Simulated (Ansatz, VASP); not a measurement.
## AlN in VASP and in Ansatz

```
CELL_PARAMETERS angstrom
3.26180 0.00000 0.00000
-1.63090 2.82480 0.00000
0.00000 0.00000 4.30560
ATOMIC_POSITIONS crystal
Al 0.33333 0.66667 0.75000
Al 0.66667 0.33333 0.25000
N 0.33333 0.66667 0.25000
N 0.66667 0.33333 0.75000
```

Alike in both runs: task single point; functional PBEsol; k mesh 9 × 9 × 6; occupations gaussian, width 0.05 eV; no spin polarisation.

|  | VASP | Ansatz |
| --- | --- | --- |
| version | VASP 6.6.1 | Ansatz 0.2.0 |
| potentials or method | VASP PAW PBE potentials, release 64 (Al, N), cutoff 520 eV | scalar-relativistic, plane waves, PAW |
| valence electrons in the cell | 16 | 16 |

```csv
,VASP,Ansatz,Ansatz less VASP
gap on the k mesh at the Fermi level (eV),3.11,3.09,-0.014
least direct gap on the mesh (eV),3.11,3.09,-0.014
pressure (GPa),-1.1,-1.1,0.00
"traceless stress, the component that is largest in VASP (GPa)",-5.83,-5.76,+0.070
```

VASP's potentials were made for PBE, not for PBEsol, and Ansatz warns of the same on its side.
